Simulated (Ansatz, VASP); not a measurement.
One calculation of Cr, two programs

```
Cr
1.0
     2.96890    0.00000    0.00000
     0.00000    2.96890    0.00000
     0.00000    0.00000    2.96890
Cr
2
Direct
  0.00000 0.00000 0.00000
  0.50000 0.50000 0.50000
```

Alike in both runs: task single point; functional r2SCAN; k mesh 6 × 6 × 6; occupations gaussian, width 0.1 eV; collinear spin.

```csv
,VASP,Ansatz
version,VASP 6.6.1,Ansatz 0.2.0
potentials or method,"VASP PAW PBE potentials, release 64 (Cr_pv), cutoff 550 eV","scalar-relativistic, plane waves, PAW"
valence electrons in the cell,24,28
```

|  | VASP | Ansatz | Ansatz less VASP |
| --- | --- | --- | --- |
| gap on the k mesh at the Fermi level (eV) | none | none | - |
| pressure (GPa) | -1.9 | -2.2 | -0.36 |
| net moment per atom (μB) | 0.00 | 0.00 | 0.000 |
| size of the moment on the site where the two differ most (μB) | 2.64 | 2.48 | -0.161 |

VASP's potentials were made for PBE, not for r2SCAN. Site moments also hang on the region over which each program counts them. A gap of «none» marks a metal or a gap that the smearing closes. VASP's potentials hold 24 valence electrons a cell and Ansatz's 28, so a difference there can come from the potentials and not from the codes. Ansatz's warnings: stability check not made.
